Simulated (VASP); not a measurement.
A run of VASP 6.6.1 is set up as follows.

The input POSCAR:

```
LiCl
1.0
    0.0000000000      2.5560369889      2.5560369889
    2.5560369889      0.0000000000      2.5560369889
    2.5560369889      2.5560369889      0.0000000000
Li Cl
1 1
Direct
    0.0000000000      0.0000000000      0.0000000000
    0.5000000000      0.5000000000      0.5000000000
```

The input INCAR.step1:

```
PREC = Accurate
ENCUT = 500
EDIFF = 1E-8
ISMEAR = 0
SIGMA = 0.01
LREAL = False
LASPH = True
NELM = 80
ALGO = Normal
LWAVE = True
LCHARG = False
GGA = PE
```

The input INCAR.step2:

```
PREC = Accurate
ENCUT = 500
EDIFF = 1E-8
ISMEAR = 0
SIGMA = 0.01
LREAL = False
LASPH = True
NELM = 1
ALGO = Exact
LWAVE = True
LCHARG = False
GGA = PE
NBANDS = 103
LOPTICS = True
ISTART = 1
```

File INCAR.step3:

```
PREC = Accurate
ENCUT = 500
EDIFF = 1E-8
ISMEAR = 0
SIGMA = 0.01
LREAL = False
LASPH = True
ALGO = EVGW0
LWAVE = False
LCHARG = False
GGA = PE
NELMGW = 1
NBANDS = 103
ENCUTGW = 120.0
NOMEGA = 96
PRECFOCK = Fast
ISTART = 1
NBANDSGW = 12
OMEGAMAX = 20
```

Contents of KPOINTS:

```
regular mesh
0
Gamma
  6 6 6
```

Potentials or basis: VASP PAW PBE potentials, release 64 (Li_GW, Cl_GW).

Command:

```sh
$ cat potpaw_PBE.64/Li_GW/POTCAR potpaw_PBE.64/Cl_GW/POTCAR > POTCAR
$ cp INCAR.step1 INCAR
$ mpirun -np 1 vasp_std > vasp.out
$ cp INCAR.step2 INCAR
$ mpirun -np 1 vasp_std > vasp.out
$ cp INCAR.step3 INCAR
$ mpirun -np 1 vasp_std > vasp.out
```

(1) Estimate the quasiparticle gap.

(2) Estimate the least direct quasiparticle gap.

(3) Predict the band gap of the starting levels on the mesh.

(4) Estimate the least direct gap of the starting levels on the mesh.

Answers

(1) 8.86 eV.

(2) 8.86 eV.

(3) 6.38 eV.

(4) 6.38 eV.

Caveat: bands, screening cutoff and mesh are small and nothing is extrapolated, so the quasiparticle values aren't converged.
